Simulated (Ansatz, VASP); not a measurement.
**One calculation of Lu, two programs**

```
Lu
1.0
     3.55061    0.00000    0.00000
    -1.77530    3.07491    0.00000
     0.00000    0.00000    5.53676
Lu
2
Cartesian
  0.0000 2.0499 1.3842
  1.7753 1.0250 4.1526
```

Change from the starting cell: volume scaled by 1.04, PAW files.

Alike in both runs: task electric field gradients; functional PBE; k mesh 12 × 12 × 6; occupations fermi-dirac, width 0.05 eV; no spin polarisation.

|  | VASP | Ansatz |
| --- | --- | --- |
| version | VASP 6.6.1 | Ansatz 0.2.0 |
| potentials or method | VASP PAW PBE potentials, release 64 (Lu) | PAW with Ansatz's default frozen-core files, scalar-relativistic |
| plane-wave cutoff (eV) | 520 | 420 |
| valence electrons in the cell | 50 | 50 |

```tsv
	VASP	Ansatz	Ansatz less VASP
pressure (GPa)	-1.6	-1.7	-0.13
traceless stress, the component that is largest in VASP (GPa)	0.06	0.06	-0.002
size of Vzz on the site where it differs most (V/Å²)	66.6	57.4	-9.14
```

With one functional, cell and mesh, what is left measures potentials, basis and numerics.

Neither program's run includes spin-orbit coupling.
